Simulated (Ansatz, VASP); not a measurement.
# One calculation of NbAl3N4, two programs

File INCAR:

```
ALGO = Normal ; EDIFF = 1E-6
EDIFFG = -0.04 ; ENCUT = 600
GGA = PE ; IBRION = 2
ISIF = 3 ; ISMEAR = 0
LASPH = T ; LCHARG = F
LREAL = F ; LWAVE = F
NELM = 100 ; NSW = 90
PREC = Accurate ; SIGMA = 0.1
```

The input KPOINTS:

```
k-points
0
Gamma
  4 4 4
```

POSCAR

```
NbAl3N4
1.0
    4.8707311500      0.0000000000      0.0000000000
    0.0000000000      4.8707311500      0.0000000000
    0.0000000000      0.0000000000      4.8707311500
Al Nb N
3 1 4
Direct
    0.0000000000      0.5000000000      0.5000000000
    0.5000000000      0.0000000000      0.5000000000
    0.5000000000      0.5000000000      0.0000000000
    0.0000000000      0.0000000000      0.0000000000
    0.5000000000      0.0000000000      0.0000000000
    0.0000000000      0.5000000000      0.0000000000
    0.0000000000      0.0000000000      0.5000000000
    0.5000000000      0.5000000000      0.5000000000
```

Input for Ansatz:

```yaml
crystal:
  lattice:
    - [4.87073115, 0.0, 0.0]
    - [0.0, 4.87073115, 0.0]
    - [0.0, 0.0, 4.87073115]
  atoms:
    - { symbol: Al, position: [0.0, 0.5, 0.5] }
    - { symbol: Al, position: [0.5, 0.0, 0.5] }
    - { symbol: Al, position: [0.5, 0.5, 0.0] }
    - { symbol: Nb, position: [0.0, 0.0, 0.0] }
    - { symbol: "N", position: [0.5, 0.0, 0.0] }
    - { symbol: "N", position: [0.0, 0.5, 0.0] }
    - { symbol: "N", position: [0.0, 0.0, 0.5] }
    - { symbol: "N", position: [0.5, 0.5, 0.5] }
basis:
  ecutwfc: 420
kpoints:
  mp_grid: { grid: [4, 4, 4] }
hamiltonian:
  xc: pbe
scf:
  occupations: { method: gaussian, width: 0.1 }
  lower_state_search: "off"
output:
  forces: true
  stress: true
  eigenvalues: true
relax:
  adjacent_minimum: "off"
  f_tol: 0.04
  max_steps: 70
  cell: { stress_tol: 0.4 }
```

Alike in both runs: task relaxation of cell and atoms; functional PBE; k mesh 4 × 4 × 4; occupations gaussian, width 0.1 eV; no spin polarisation.

|  | VASP | Ansatz |
| --- | --- | --- |
| version | VASP 6.6.1 | Ansatz 0.2.0 |
| potentials or method | VASP PAW PBE potentials, release 64 (Al, Nb_sv, N), cutoff 600 eV | scalar-relativistic, plane waves, PAW |
| valence electrons in the cell | 42 | 42 |

|  | VASP | Ansatz | Ansatz less VASP |
| --- | --- | --- | --- |
| gap on the k mesh at the Fermi level, each at its own relaxed structure (eV) | none | none | - |
| relaxed volume (Å³/atom) | 9.33 | 9.36 | +0.037 |
| relaxed cell length with the largest relative difference (Å) | 4.210 | 4.215 | +0.0055 |

A gap of «none» marks a metal or a gap that the smearing closes.

Noted on VASP's run: the volume moved by over 15 % at a fixed basis, so the end points are rough.
